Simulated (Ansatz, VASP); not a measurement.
**One calculation of HgH2, two programs**

```xyz
6
Lattice="12.2100 0.0000 0.0000 0.0000 9.0000 0.0000 0.0000 0.0000 15.6900" Properties=species:S:1:pos:R:3 pbc="T T T"
Hg    5.4563    4.5000    9.8161
Hg    6.7534    4.5000    5.8697
H     7.7097    4.5000    7.2369
H     4.5000    4.5000    8.4489
H     6.3974    4.5000   11.1859
H     5.8123    4.5000    4.5000
```

Alike in both runs: task single point; functional PBE; k mesh 1 × 1 × 1; occupations gaussian, width 0.01 eV; no spin polarisation.

|  | VASP | Ansatz |
| --- | --- | --- |
| version | VASP 6.6.1 | Ansatz 0.2.0 |
| potentials or method | VASP PAW PBE potentials, release 64 (Hg, H), cutoff 520 eV | scalar-relativistic, plane waves, PAW |
| valence electrons in the cell | 28 | 44 |

```csv
,VASP,Ansatz,Ansatz less VASP
gap on the k mesh at the Fermi level (eV),5.21,5.22,+0.003
rms of the force components (eV/Å),0.019,0.063,+0.0443
```

Atom by atom the forces differ by 0.047 eV/Å (rms over components). VASP's potentials hold 28 valence electrons a cell and Ansatz's 44, so a difference there can come from the potentials and not from the codes. Ansatz's warnings: structure snapped to symmetry.

Spin-orbit coupling is off throughout.
